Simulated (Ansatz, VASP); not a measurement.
## MgO in VASP and in Ansatz

```
Mg O
1.0
     0.00000    2.28201    2.28201
     2.28201    0.00000    2.28201
     2.28201    2.28201    0.00000
Mg O
1 1
Direct
  0.00000 0.00000 0.00000
  0.25000 0.25000 0.25000
```

Alike in both runs: task single point; functional PBE-based screened hybrid; k mesh 4 × 4 × 4; no spin polarisation.

```csv
,VASP,Ansatz
version,VASP 6.6.1,Ansatz 0.2.0
potentials or method,"VASP PAW PBE potentials, release 64 (Mg, O)",plane waves
plane-wave cutoff (eV),520,420
occupations,"gaussian, width 0.01 eV",fixed
valence electrons in the cell,8,16
```

```csv
,VASP,Ansatz,Ansatz less VASP
gap on the k mesh at the Fermi level (eV),4.82,4.82,+0.004
pressure (GPa),1.2,1.5,+0.26
```

VASP's potentials were made for PBE, not for PBE-based screened hybrid. VASP's potentials hold 8 valence electrons a cell and Ansatz's 16, so a difference there can come from the potentials and not from the codes. Ansatz's warnings: stress exchange threshold loose, stress scf threshold loose.

The k mesh is coarse, so the values compare programs but aren't converged.
